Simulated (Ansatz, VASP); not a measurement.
NaH: VASP beside Ansatz

INCAR

```
SYSTEM = NaH
PREC = Accurate ; ENCUT = 600
EDIFF = 1E-6 ; ISMEAR = 0
SIGMA = 0.02 ; LREAL = .False.
LASPH = .True. ; NELM = 60
ALGO = Normal ; ISIF = 3
LWAVE = .False. ; LCHARG = .False.
GGA = PE ; IBRION = 2
NSW = 100 ; EDIFFG = -0.01
```

Contents of KPOINTS:

```
Automatic mesh
0
Gamma
  8 8 6
  0 0 0
```

POSCAR

```
NaH
1.0
    3.4404340792     -1.9834518989      0.0102994574
    3.4404340792      1.9834518989      0.0102994574
   -0.0155994863      0.0000000000      4.8809156969
Na H
2 2
Direct
    0.8700826654      0.8700826654      0.6393717736
    0.5369228461      0.5369228461      0.1390388012
    0.8700586116      0.8700586116      0.1389656700
    0.5368887862      0.5368887862      0.6395254854
```

Input for Ansatz:

```yaml
crystal:
  lattice:
    - [3.4404340792, -1.9834518989, 0.0102994574]
    - [3.4404340792, 1.9834518989, 0.0102994574]
    - [-0.0155994863, 0.0, 4.8809156969]
  atoms:
    - { symbol: Na, position: [0.8700826654, 0.8700826654, 0.6393717736] }
    - { symbol: Na, position: [0.5369228461, 0.5369228461, 0.1390388012] }
    - { symbol: H, position: [0.8700586116, 0.8700586116, 0.13896567] }
    - { symbol: H, position: [0.5368887862, 0.5368887862, 0.6395254854] }
basis:
  ecutwfc: 420
kpoints:
  mp_grid: { grid: [8, 8, 6] }
hamiltonian:
  xc: pbe
scf:
  occupations: { method: gaussian, width: 0.02 }
output:
  forces: true
  stress: true
  eigenvalues: true
relax:
  adjacent_minimum: "off"
  f_tol: 0.01
  max_steps: 80
  cell: { stress_tol: 0.05 }
```

Change from the starting cell: the structure that the rattled cell fell into.

Alike in both runs: task relaxation of cell and atoms; functional PBE; k mesh 8 × 8 × 6; occupations gaussian, width 0.02 eV; no spin polarisation.

|  | VASP | Ansatz |
| --- | --- | --- |
| version | VASP 6.6.1 | Ansatz 0.2.0 |
| potentials or method | VASP PAW PBE potentials, release 64 (Na_pv, H), cutoff 600 eV | scalar-relativistic, plane waves, PAW |
| valence electrons in the cell | 16 | 20 |

```csv
,VASP,Ansatz,Ansatz less VASP
"gap on the k mesh at the Fermi level, each at its own relaxed structure (eV)",3.45,3.45,-0.001
relaxed volume (Å³/atom),16.65,16.65,0.000
relaxed cell length with the largest relative difference (Å),4.881,4.881,0.0000
```

VASP's potentials hold 16 valence electrons a cell and Ansatz's 20, so a difference there can come from the potentials and not from the codes.

Noted on VASP's run: the relaxation stopped at its first step, so nothing moved.
